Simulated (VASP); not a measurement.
AgI, 6 atoms in the cell. The cell holds a slab with vacuum, 6 atoms: a = 4.561 Å, b = 4.561 Å, c = 23.379 Å, α = 90.00°, β = 90.00°, γ = 120.00°. 

| Item | Value |
| --- | --- |
| Program | VASP 6.6.1 |
| Task | single point |
| Functional | PBEsol |
| Potentials or basis | VASP PAW PBE potentials, release 64 (I, Ag) |
| Cutoff | 520 eV |
| k mesh | 6 × 6 × 1 |
| Occupations | gaussian, width 0.05 eV |
| Spin | no spin polarisation |
| Dipole correction | yes |
| Further INCAR settings | ALGO = Normal; EDIFF = 1e-06; NBANDS = 36 |

Potentials or basis: VASP PAW PBE potentials, release 64 (I, Ag).

The run is started by

```bash
$ cat potpaw_PBE.64/I/POTCAR potpaw_PBE.64/Ag/POTCAR > POTCAR
$ mpirun -np 1 vasp_std > vasp.out
```

Hardware: 1 thread of Intel(R) Xeon(R) Platinum 8259CL CPU @ 2.50GHz (Skylake/Cascade Lake), with other jobs on the host.

Question: How long does it take, and how much memory?

Answer: Wall time 5.5 min on 1 thread of Intel(R) Xeon(R) Platinum 8259CL CPU @ 2.50GHz (Skylake/Cascade Lake), with other jobs on the host, peak memory 0.53 GiB. Counts: scf iterations 24, k points 7.
